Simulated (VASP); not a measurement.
# SnSe (Fm-3m) in VASP: further runs

Aim: see how the results for SnSe move with the level of theory and the settings. Levels: PBE, BLYP+D4, RPBE+D4, revPBE+D3(BJ). Tasks: single point, relaxation of cell and atoms.

All numbers are computed with VASP 6.6.1; they aren't measurements. Logs are shortened: lines on timing, memory, paths and dates and some standing lists are left out, and cuts for length are marked.

## 1. The cell of the first run

It takes space group Fm-3m (No. 225, cubic). Conventional cell: a = 6.020 Å, b = 6.020 Å, c = 6.020 Å, α = 90.00°, β = 90.00°, γ = 90.00°. Sn (site symmetry m-3m) has 6 Se at 3.01 Å within 4.0 Å. Se (site symmetry m-3m) has 6 Sn at 3.01 Å within 4.0 Å.

## 2. Single point, PBE

The input, INCAR:

```
PREC = Accurate
ENCUT = 520
EDIFF = 1E-6
ISMEAR = 0
SIGMA = 0.028999999999999998
LREAL = False
LASPH = True
NELM = 100
ALGO = Normal
ISIF = 2
LWAVE = False
LCHARG = False
GGA = PE
NBANDS = 17
```

The input, KPOINTS:

```
Automatic mesh
0
Gamma
  8 8 8
```

The input, POSCAR:

```
SnSe
1.0
    0.0000000000      3.0100000000      3.0100000000
    3.0100000000      0.0000000000      3.0100000000
    3.0100000000      3.0100000000      0.0000000000
Sn Se
1 1
Direct
    0.0000000000      0.0000000000      0.0000000000
    0.5000000000      0.5000000000      0.5000000000
```

Potentials or basis: VASP PAW PBE potentials, release 64 (Sn_d, Se).

The run is started by

```
$ cat potpaw_PBE.64/Sn_d/POTCAR potpaw_PBE.64/Se/POTCAR > POTCAR
$ mpirun -np 1 vasp_std > vasp.out
```

OUTCAR:

```text
PREC = Accurate
   ENCUT = 520
   EDIFF = 1E-6
   ISMEAR = 0
   LREAL = False
   LASPH = True
   NELM = 100
   ISIF = 2
   GGA = PE

 ion  position               nearest neighbor table
   1  0.000  0.000  0.000-   2 3.01   2 3.01   2 3.01   2 3.01   2 3.01   2 3.01
   2  0.500  0.500  0.500-   1 3.01   1 3.01   1 3.01   1 3.01   1 3.01   1 3.01

  LATTYP: Found a face centered cubic cell.
 ALAT       =     6.0200000000

  Lattice vectors:

 A1 = (   0.0000000000,   3.0100000000,   3.0100000000)
 A2 = (   3.0100000000,   0.0000000000,   3.0100000000)
 A3 = (   3.0100000000,   3.0100000000,   0.0000000000)

Analysis of symmetry for initial positions (statically):
=====================================================================
 Subroutine PRICEL returns:
 Original cell was already a primitive cell.

 Routine SETGRP: Setting up the symmetry group for a
 face centered cubic supercell.

 Subroutine GETGRP returns: Found 48 space group operations
[... 9 lines left out ...]

 Routine SETGRP: Setting up the symmetry group for a
 face centered cubic supercell.

 Subroutine GETGRP returns: Found 48 space group operations
[... 11 lines left out ...]
                                     Primitive cell

  volume of cell :      54.5418

  direct lattice vectors                    reciprocal lattice vectors
     0.000000000  3.010000000  3.010000000    -0.166112957  0.166112957  0.166112957
     3.010000000  0.000000000  3.010000000     0.166112957 -0.166112957  0.166112957
     3.010000000  3.010000000  0.000000000     0.166112957  0.166112957 -0.166112957

  length of vectors
     4.256782823  4.256782823  4.256782823     0.287716081  0.287716081  0.287716081

  position of ions in fractional coordinates (direct lattice)
     0.000000000  0.000000000  0.000000000
     0.500000000  0.500000000  0.500000000

  ion indices of the primitive-cell ions
   primitive index   ion index
                 1           1
                 2           2

----------------------------------------------------------------------------------------

 KPOINTS: Automatic mesh

Automatic generation of k-mesh.
 Grid dimensions read from file:
 generate k-points for:    8    8    8

 Generating k-lattice:

  Cartesian coordinates                     Fractional coordinates (reciprocal lattice)
    -0.020764120  0.020764120  0.020764120     0.125000000  0.000000000  0.000000000
     0.020764120 -0.020764120  0.020764120     0.000000000  0.125000000  0.000000000
     0.020764120  0.020764120 -0.020764120     0.000000000  0.000000000  0.125000000

  Length of vectors
     0.035964510  0.035964510  0.035964510

  Shift w.r.t. Gamma in fractional coordinates (k-lattice)
     0.000000000  0.000000000  0.000000000

 Subroutine IBZKPT returns following result:
 ===========================================

 Found     29 irreducible k-points:

 Following reciprocal coordinates:
            Coordinates               Weight
  0.000000  0.000000  0.000000      1.000000
  0.125000  0.000000  0.000000      8.000000
  0.250000  0.000000  0.000000      8.000000
  0.375000  0.000000  0.000000      8.000000
  0.500000  0.000000  0.000000      4.000000
  0.125000  0.125000  0.000000      6.000000
[... 16 lines left out ...]
  0.500000  0.250000  0.125000     48.000000
 -0.375000  0.250000  0.125000     24.000000
 [... further k-points ...]
   k-points           NKPTS =     29   k-points in BZ     NKDIM =     29   number of bands    NBANDS=     17
   number of dos      NEDOS =    301   number of ions     NIONS =      2
   total plane-waves  NPLWV =  32768
   dimension x,y,z NGX =    32 NGY =   32 NGZ =   32
   dimension x,y,z NGXF=    64 NGYF=   64 NGZF=   64
   ions per type =               1   1
   NGX,Y,Z   is equivalent  to a cutoff of  12.50, 12.50, 12.50 a.u.
   NGXF,Y,Z  is equivalent  to a cutoff of  24.99, 24.99, 24.99 a.u.
 SYSTEM =  unknown system
   PREC   = accura    normal or accurate (medium, high low for compatibility)
   ISTART =      0    job   : 0-new  1-cont  2-samecut
   ICHARG =      2    charge: 1-file 2-atom 10-const
   ISPIN  =      1    spin polarized calculation?
   LNONCOLLINEAR =      F non collinear calculations
   LSORBIT =      F    spin-orbit coupling
   LASPH  =      T    aspherical Exc in radial PAW
   ENCUT  =  520.0 eV  38.22 Ry    6.18 a.u.   7.91  7.91  7.91*2*pi/ulx,y,z
   NELM   =    100;   NELMIN=  2; NELMDL= -5     # of ELM steps
   EDIFF  = 0.1E-05   stopping-criterion for ELM
   LREAL  =      F    real-space projection
   EDIFFG = 0.1E-04   stopping-criterion for IOM
   NSW    =      0    number of steps for IOM
   IBRION =     -1    ionic relax: 0-MD 1-quasi-New 2-CG
   NFREE  =      0    steps in history (QN), initial steepest desc. (CG)
   ISIF   =      2    stress and relaxation
   ISYM   =      2    0-nonsym 1-usesym 2-fastsym
   POTIM  = 0.5000    time-step for ionic-motion
   TEBEG  =    0.0;   TEEND  =   0.0 temperature during run
   PSTRESS=    0.0 pullay stress
   NELECT =      20.0000    total number of electrons
   NUPDOWN=      -1.0000    fix difference up-down
   EMIN   =  10.00;   EMAX   =-10.00  energy-range for DOS
   EFERMI =   0.00;   METHOD = LEGACY
   ISMEAR =     0;   SIGMA  =   0.03  broadening in eV -4-tet -1-fermi 0-gaus
   EFERMI_NEDOS =   21; number of points for ismear=-14 and -15
   IALGO  =     38    algorithm
   IMIX   =      4    mixing-type and parameters
     AMIX     =   0.40;   BMIX     =  1.00
     AMIX_MAG =   1.60;   BMIX_MAG =  1.00
  volume/ion in A,a.u.               =      27.27       184.03
  Fermi-wavevector in a.u.,A,eV,Ry     =   1.171768  2.214321 18.681350  1.373040
  Thomas-Fermi vector in A             =   2.308207
   LORBIT       =      0    0 simple, 1 ext, 2 COOP (PROOUT), +10 PAW based schemes
   GGA     = PE    functional components
   LHFCALC =     F    Hartree Fock is set to
   AEXX    =    0.0000 exact exchange contribution
   IVDW    =     0    specifies the selected vdW correction
   LEPSILON=     F    determine dielectric tensor
   LRPA    =     F    only Hartree local field effects (RPA)
 non-spin polarized calculation
 Gauss-broadening in eV      SIGMA  =   0.03
  energy-cutoff  :      520.00
  volume of cell :       54.54
 maximum number of plane-waves:      1480
   NGX = 15   NGY = 15   NGZ = 15

 number of electron      20.0000005 magnetization

 Free energy of the ion-electron system (eV)
  ---------------------------------------------------
  ext. energy  EPLUGINS =         0.00000000
  ---------------------------------------------------
  free energy    TOTEN  =        -8.21894584 eV

  energy without entropy =       -8.21894584  energy(sigma->0) =       -8.21894584

 E-fermi :   5.7195     XC(G=0):  -9.5996

 val. band max:        5.5840840106   @ k =   0.5000   0.0000   0.0000
 cond. band min:       6.1660539038   @ k =   0.5000   0.0000   0.0000
 fundamental gap:      0.5819698932
 Fermi energy:         5.7194813626

 k-point     1 :       0.0000    0.0000    0.0000
  band No.  band energies     occupation
      1     -16.0186      2.00000
      2     -16.0186      2.00000
      3     -16.0186      2.00000
      4     -16.0164      2.00000
      5     -16.0164      2.00000
      6      -8.2797      2.00000
[... 9 lines left out ...]
     16      11.4535      0.00000
     17      13.7427      0.00000

 k-point     2 :       0.1250    0.0000    0.0000
  band No.  band energies     occupation
      1     -16.0183      2.00000
      2     -16.0183      2.00000
      3     -16.0182      2.00000
      4     -16.0159      2.00000
      5     -16.0159      2.00000
      6      -8.1706      2.00000
[... 9 lines left out ...]
     16      11.8227      0.00000
     17      14.7670      0.00000

 k-point     3 :       0.2500    0.0000    0.0000
  band No.  band energies     occupation
      1     -16.0209      2.00000
      2     -16.0209      2.00000
      3     -16.0173      2.00000
      4     -16.0117      2.00000
      5     -16.0117      2.00000
      6      -7.8769      2.00000
[... 9 lines left out ...]
     16      12.7814      0.00000
     17      16.9212      0.00000

 k-point     4 :       0.3750    0.0000    0.0000
  band No.  band energies     occupation
      1     -16.0236      2.00000
      2     -16.0236      2.00000
      3     -16.0165      2.00000
      4     -16.0072      2.00000
      5     -16.0072      2.00000
      6      -7.5223      2.00000
[... 9 lines left out ...]
     16      14.2552      0.00000
     17      17.0149      0.00000

 k-point     5 :       0.5000    0.0000    0.0000
  band No.  band energies     occupation
      1     -16.0248      2.00000
      2     -16.0248      2.00000
      3     -16.0161      2.00000
      4     -16.0053      2.00000
      5     -16.0053      2.00000
      6      -7.3485      2.00000
[... 9 lines left out ...]
     16      15.7924      0.00000
     17      15.7924      0.00000

 k-point     6 :       0.1250    0.1250    0.0000
  band No.  band energies     occupation
      1     -16.0195      2.00000
      2     -16.0193      2.00000
      3     -16.0161      2.00000
      4     -16.0161      2.00000
      5     -16.0153      2.00000
      6      -8.1342      2.00000
[... 9 lines left out ...]
     16      12.4880      0.00000
     17      13.9440      0.00000
[... 281 lines left out ...]
 k-point    21 :       0.5000    0.5000    0.0000
  band No.  band energies     occupation
      1     -16.0446      2.00000
      2     -16.0251      2.00000
      3     -16.0089      2.00000
      4     -16.0011      2.00000
      5     -16.0011      2.00000
      6      -7.0722      2.00000
[... 9 lines left out ...]
     16      17.2121      0.00000
     17      18.2041      0.00000

 k-point    22 :       0.3750    0.2500    0.1250
  band No.  band energies     occupation
      1     -16.0264      2.00000
      2     -16.0191      2.00000
      3     -16.0172      2.00000
      4     -16.0102      2.00000
      5     -16.0080      2.00000
      6      -7.6432      2.00000
[... 9 lines left out ...]
     16      15.0117      0.00000
     17      15.1746      0.00000

 k-point    23 :       0.5000    0.2500    0.1250
  band No.  band energies     occupation
      1     -16.0289      2.00000
      2     -16.0190      2.00000
      3     -16.0162      2.00000
      4     -16.0084      2.00000
      5     -16.0059      2.00000
      6      -7.3433      2.00000
[... 9 lines left out ...]
     16      15.2730      0.00000
     17      16.6693      0.00000

 k-point    24 :      -0.3750    0.2500    0.1250
  band No.  band energies     occupation
      1     -16.0299      2.00000
      2     -16.0200      2.00000
      3     -16.0134      2.00000
      4     -16.0097      2.00000
      5     -16.0046      2.00000
      6      -7.2023      2.00000
[... 9 lines left out ...]
     16      16.3816      0.00000
     17      16.4645      0.00000

 [... further k-points ...]
[... 5 lines left out ...]
  --------------------------------------------------------------------------------------
  -------------------------------------------------------------------------------------
  Total        0.3089667      0.3089667      0.3089667      0.0000000      0.0000000      0.0000000
  in kB        9.0759638      9.0759638      9.0759638      0.0000000      0.0000000      0.0000000
  external PRESSURE =       9.0759638 kB  Pullay stress =       0.0000000 kB

 VOLUME and BASIS-vectors are now :
 -----------------------------------------------------------------------------
  energy-cutoff  :      520.00
  volume of cell :       54.54
      direct lattice vectors                 reciprocal lattice vectors
     0.000000000  3.010000000  3.010000000    -0.166112957  0.166112957  0.166112957
     3.010000000  0.000000000  3.010000000     0.166112957 -0.166112957  0.166112957
     3.010000000  3.010000000  0.000000000     0.166112957  0.166112957 -0.166112957

 POSITION                                       TOTAL-FORCE (eV/Angst)
 -----------------------------------------------------------------------------------
      0.00000      0.00000      0.00000         0.000000     -0.000000      0.000000
      3.01000      3.01000      3.01000        -0.000000      0.000000     -0.000000
 -----------------------------------------------------------------------------------
    total drift:                                0.000000     -0.000000     -0.000000

  FREE ENERGIE OF THE ION-ELECTRON SYSTEM (eV)
  ---------------------------------------------------
  free  energy   TOTEN  =        -8.2189458417 eV

  energy  without entropy=       -8.2189458417  energy(sigma->0) =       -8.21894584
```

Wall time 20 s (1 thread of Intel Xeon 6975P-C, shared host); peak memory 0.19 GiB.

Results:

```yaml
Free_energy: -8.2189 eV
Pressure: 0.9 GPa
Band_gap_on_the_k_mesh: 0.58 eV, direct
```

Caveat: spin-orbit coupling is left out, which moves the levels of the heavy elements.

(Part 1 of 2 ends here.)
